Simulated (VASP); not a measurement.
A run of VASP 6.6.1:

Contents of INCAR:

```
SYSTEM = Li
PREC = Accurate
ENCUT = 520
EDIFF = 1E-6
ISMEAR = -1
SIGMA = 0.05
LREAL = Auto
LASPH = .True.
NELM = 60
ALGO = Normal
ISIF = 2
LWAVE = .False.
LCHARG = .False.
GGA = PE
NBANDS = 40
```

Contents of KPOINTS:

```
Automatic mesh
0
Gamma
  2 2 2
  0 0 0
```

The input POSCAR:

```
Li
1.0
    6.9800000000      0.0000000000      0.0000000000
    0.0000000000      6.9800000000      0.0000000000
    0.0000000000      0.0000000000      6.9800000000
Li
17
Direct
   -0.0050143266      0.0358166189      0.0168481375
    0.6118767908      0.0401719198     -0.0483810888
   -0.0127936963      0.4673925501     -0.0205157593
    0.0156733524      0.0166762178      0.4971776504
    0.2811031519      0.2709885387      0.2513753582
    0.4967908309      0.5236103152     -0.0027363897
    0.4971203438     -0.0023782235      0.5166475645
    0.7443553009      0.2870773639      0.2764756447
    0.0480802292      0.4386676218      0.5620487106
    0.1151719198      0.6689255014      0.2868194842
    0.2876647564      0.2258166189      0.7919627507
    0.4587392550      0.5589684814      0.4996131805
    0.7402578797      0.7529799427      0.2577507163
    0.7150143266      0.3018194842      0.6974785100
    0.2385959885      0.7722206304      0.7769197708
    0.7847564470      0.7402722063      0.7297421203
    0.3556876791     -0.1045272206      0.1592406877
```

Potentials or basis: VASP PAW PBE potentials, release 64 (Li_sv).

The run is started by

```sh
$ cat potpaw_PBE.64/Li_sv/POTCAR > POTCAR
$ mpirun -np 1 vasp_std > vasp.out
```

Hardware: 1 thread of Intel(R) Xeon(R) Platinum 8488C (Sapphire Rapids), with other jobs on the host.

**Question.** How long does it take, and how much memory?

**Answer.** Wall time 2.4 min on 1 thread of Intel(R) Xeon(R) Platinum 8488C (Sapphire Rapids) (shared host), peak memory 0.37 GiB. Counts: scf iterations 13, k points 8.
